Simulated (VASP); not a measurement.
Set up this calculation in VASP 6.6.1, as the native input.

| Quantity | Value |
| --- | --- |
| Task | single point |
| Functional | PBE |
| Potentials or basis | VASP PAW PBE potentials, release 64 (B, N) |
| Cutoff | 520 eV |
| k mesh | 12 × 12 × 6 |
| Occupations | fermi-dirac, width 0.02 eV |
| Spin | no spin polarisation |
| Dipole correction | no |
| Further INCAR settings | ALGO = Normal; EDIFF = 1e-07; NBANDS = 16 |

The structure of BN lies in POSCAR:

```
BN
1.0
    2.5544338114      0.0000000000      0.0000000000
   -1.2772169057      2.2122045730      0.0000000000
    0.0000000000      0.0000000000      4.2244270483
B N
2 2
Direct
    0.3333333333      0.6666666667      0.0001896167
    0.6666666667      0.3333333333      0.5001896167
    0.3333333333      0.6666666667      0.3748103833
    0.6666666667      0.3333333333      0.8748103833
```

One way to write it, as run:

INCAR

```
SYSTEM = BN
ALGO = Normal
EDIFF = 1E-7
ENCUT = 520
GGA = PE
ISIF = 2
ISMEAR = -1
LASPH = .TRUE.
LCHARG = .FALSE.
LREAL = .FALSE.
LWAVE = .FALSE.
NBANDS = 16
NELM = 100
PREC = Accurate
SIGMA = 0.02
```

KPOINTS

```
k-points
0
G
  12 12 6
  0 0 0
```

Potentials or basis: VASP PAW PBE potentials, release 64 (B, N).

The run is started by

```bash
$ cat potpaw_PBE.64/B/POTCAR potpaw_PBE.64/N/POTCAR > POTCAR
$ mpirun -np 1 vasp_std > vasp.out
```

It gave:

```json
{
  "Pressure": "0.3 GPa",
  "Band gap on the k mesh": "5.21 eV, indirect (least direct gap 8.24 eV)"
}
```

Wall time 36 s on 1 thread of AMD EPYC 7R13, on a shared host, peak memory 0.11 GiB.
